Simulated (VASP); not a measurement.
# Co (Fd-3m) in VASP: further runs, part 2 of 2

VASP 6.6.1. Earlier steps stand in the parts before.

**4. Single point, RPBE, collinear spin, ferromagnetic start (19.00 Å³/atom)**

This run uses another cell than the first one, of 19.00 Å³/atom.

Input file INCAR:

```
  PREC = Accurate
  ENCUT = 520
  EDIFF = 1E-6
  ISMEAR = -1
  SIGMA = 0.05
  LREAL = False
  LASPH = True
  NELM = 150
  ALGO = Normal
  ISIF = 2
  LWAVE = False
  LCHARG = False
  ISPIN = 2
  MAGMOM = -1.79 -1.79
  LORBIT = 11
  LMAXMIX = 4
  GGA = RP
  NBANDS = 20
```

Input file KPOINTS:

```
regular mesh
0
Gamma
  12 12 12
```

Input file POSCAR:

```
Co
1.0
    0.0000000000      2.6684655751      2.6684655751
    2.6684655751      0.0000000000      2.6684655751
    2.6684655751      2.6684655751      0.0000000000
Co
2
Direct
    0.1250000000      0.1250000000      0.1250000000
    0.8750000000      0.8750000000      0.8750000000
```

Potentials or basis: VASP PAW PBE potentials, release 64 (Co).

Started as:

```bash
$ cat potpaw_PBE.64/Co/POTCAR > POTCAR
$ mpirun -np 1 vasp_std > vasp.out
```

OUTCAR:

```text
PREC = Accurate
   ENCUT = 520
   EDIFF = 1E-6
   ISMEAR = -1
   LREAL = False
   LASPH = True
   NELM = 150
   ISIF = 2
   ISPIN = 2
   LORBIT = 11
   GGA = RP

 ion  position               nearest neighbor table
   1  0.125  0.125  0.125-   2 2.31   2 2.31   2 2.31   2 2.31
   2  0.875  0.875  0.875-   1 2.31   1 2.31   1 2.31   1 2.31

  LATTYP: Found a face centered cubic cell.
 ALAT       =     5.3369311502

  Lattice vectors:

 A1 = (   0.0000000000,   2.6684655751,   2.6684655751)
[... 1319 lines left out ...]
  in kB      -80.4817819    -80.4817819    -80.4817819     -0.0000000     -0.0000000      0.0000000
  external PRESSURE =     -80.4817819 kB  Pullay stress =       0.0000000 kB

 VOLUME and BASIS-vectors are now :
 -----------------------------------------------------------------------------
  energy-cutoff  :      520.00
  volume of cell :       38.00
      direct lattice vectors                 reciprocal lattice vectors
     0.000000000  2.668465575  2.668465575    -0.187373600  0.187373600  0.187373600
     2.668465575  0.000000000  2.668465575     0.187373600 -0.187373600  0.187373600
     2.668465575  2.668465575  0.000000000     0.187373600  0.187373600 -0.187373600

 POSITION                                       TOTAL-FORCE (eV/Angst)
 -----------------------------------------------------------------------------------
      0.66712      0.66712      0.66712        -0.000000     -0.000000     -0.000000
      4.66981      4.66981      4.66981         0.000000      0.000000      0.000000
 -----------------------------------------------------------------------------------
    total drift:                                0.000000      0.000000     -0.000000

  FREE ENERGIE OF THE ION-ELECTRON SYSTEM (eV)
  ---------------------------------------------------
  free  energy   TOTEN  =       -10.4849770349 eV

  energy  without entropy=      -10.4679003121  energy(sigma->0) =      -10.47643867

 total charge

# of ion       s       p       d       tot
------------------------------------------
    1        0.489   0.276   7.243   8.009
    2        0.489   0.276   7.243   8.009
--------------------------------------------------
tot          0.979   0.553  14.486  16.018

 magnetization (x)

# of ion       s       p       d       tot
------------------------------------------
    1        0.030   0.025  -1.867  -1.812
    2        0.030   0.025  -1.867  -1.812
--------------------------------------------------
tot          0.060   0.050  -3.734  -3.624
```

OSZICAR:

```text
N       E                     dE             d eps       ncg     rms          rms(c)
DAV:   1     0.902431328328E+02    0.90243E+02   -0.77173E+03  5776   0.101E+03
DAV:   2    -0.727936719365E+01   -0.97523E+02   -0.86987E+02  5808   0.199E+02
DAV:   3    -0.114218943983E+02   -0.41425E+01   -0.39824E+01  6528   0.529E+01
DAV:   4    -0.114821910062E+02   -0.60297E-01   -0.60258E-01  7040   0.576E+00
DAV:   5    -0.114838972712E+02   -0.17063E-02   -0.17062E-02  6936   0.896E-01    0.104E+01
DAV:   6    -0.113226297187E+02    0.16127E+00   -0.10294E+01  6720   0.506E+01    0.950E+00
DAV:   7    -0.104632476979E+02    0.85938E+00   -0.23444E+00  6736   0.244E+01    0.323E+00
DAV:   8    -0.104879205148E+02   -0.24673E-01   -0.52269E-02  7516   0.174E+00    0.153E+00
DAV:   9    -0.104817790433E+02    0.61415E-02   -0.19305E-02  6956   0.141E+00    0.692E-01
DAV:  10    -0.104838578642E+02   -0.20788E-02   -0.15916E-03  6964   0.459E-01    0.380E-01
DAV:  11    -0.104849036462E+02   -0.10458E-02   -0.16484E-03  7440   0.488E-01    0.112E-01
DAV:  12    -0.104849684134E+02   -0.64767E-04   -0.14955E-04  6188   0.128E-01    0.466E-02
DAV:  13    -0.104849766608E+02   -0.82474E-05   -0.75693E-06  7496   0.237E-02    0.235E-02
DAV:  14    -0.104849770349E+02   -0.37414E-06   -0.58043E-06  7116   0.218E-02
   1 F= -.10484977E+02 E0= -.10476439E+02  d E =-.170767E-01  mag=    -3.5686
```

stdout:

```text
POSCAR found type information on POSCAR Co
 POSCAR found :  1 types and       2 ions
 scaLAPACK will be used
 -----------------------------------------------------------------------------
|                                                                             |
|                                                                             |
|     You enforced a specific xc type in the INCAR file but a different       |
|     I HOPE YOU KNOW WHAT YOU ARE DOING!                                     |
|                                                                             |
 -----------------------------------------------------------------------------

 LDA part: xc-table for (Slater+PW92), standard interpolation
 POSCAR, INCAR and KPOINTS ok, starting setup
 FFT: planning ... GRIDC
 FFT: planning ... GRID_SOFT
 FFT: planning ... GRID
 WAVECAR not read
 entering main loop
```

Run time: 45 s. Hardware: 1 thread of Intel Xeon 6975P-C (Granite Rapids), shared host; peak memory 0.21 GiB.

What came out:

```yaml
Free_energy: -10.4850 eV
Pressure: -8.0 GPa
Net_moment: -3.57 μB per cell
Site_moments: Co -1.81 μB
Valence_electrons_inside_the_program's_atomic_spheres: Co 8.01
```

Caveat: the cell stands under tension; the PAW data sets were made with another functional, which shifts forces and pressure a little.

**5. Summary**

| cell | gap on the mesh (eV) | pressure (GPa) | moment (μB) |
| --- | --- | --- | --- |
| a = 3.682 Å, angles 60.0°, 2 atoms | none | -3.6 | 3.52 |
| a = 3.728 Å, angles 60.0°, 2 atoms | none | -6.1 | 3.54 |
| a = 3.774 Å, angles 60.0°, 2 atoms | none | -8.0 | 3.57 |

Alike in all rows: task single point; level RPBE; potentials or basis VASP PAW PBE potentials, release 64 (Co); spin collinear, ferromagnetic start; k mesh 12 × 12 × 12; cutoff (eV) 520; smearing fermi-dirac 0.05 eV.

Caveats: the cell stands under tension; the PAW data sets were made with another functional, which shifts forces and pressure a little.

Total energies depend on the potentials used, so only differences within one code and one set of settings carry meaning.
